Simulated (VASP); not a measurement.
A run of VASP 6.6.1 is set up as follows.

POSCAR

```
Mg3ZnC
1.0
    4.4069310000      0.0000000000      0.0000000000
    0.0000000000      4.4069310000      0.0000000000
    0.0000000000      0.0000000000      4.4069310000
Zn Mg C
1 3 1
Direct
    0.0000000000      0.0000000000      0.0000000000
    0.5000000000      0.0000000000      0.5000000000
    0.5000000000      0.5000000000      0.0000000000
    0.0000000000      0.5000000000      0.5000000000
    0.5000000000      0.5000000000      0.5000000000
```

INCAR.step1

```
ALGO = Normal
EDIFF = 1E-4
ENCUT = 520
GGA = PE
ISMEAR = -1
LASPH = True
LCHARG = False
LREAL = False
LWAVE = True
NBANDS = 19
NELM = 80
PREC = Accurate
SIGMA = 0.05
```

File INCAR.step2:

```
ALGO = Normal
EDIFF = 1E-7
ENCUT = 520
ISIF = 2
ISMEAR = -1
ISTART = 1
LASPH = True
LCHARG = False
LMIXTAU = True
LREAL = False
LWAVE = False
METAGGA = R2SCAN
NBANDS = 19
NELM = 80
PREC = Accurate
SIGMA = 0.05
```

File KPOINTS:

```
k-points
0
Gamma
  6 6 6
```

Potentials or basis: VASP PAW PBE potentials, release 64 (Zn, Mg, C).

Run with:

```sh
$ cat potpaw_PBE.64/Zn/POTCAR potpaw_PBE.64/Mg/POTCAR potpaw_PBE.64/C/POTCAR > POTCAR
$ cp INCAR.step1 INCAR
$ mpirun -np 1 vasp_std > vasp.out
$ cp INCAR.step2 INCAR
$ mpirun -np 1 vasp_std > vasp.out
```

Task: What does it give for the band gap on the k mesh?

Result: Zero (band 11 reaches 4.89 eV, above the bottom of band 12 at 1.06 eV).

Task: Predict the pressure.

Result: -2.0 GPa.

Caveat: the PAW data sets were made with another functional, which shifts forces and pressure a little.
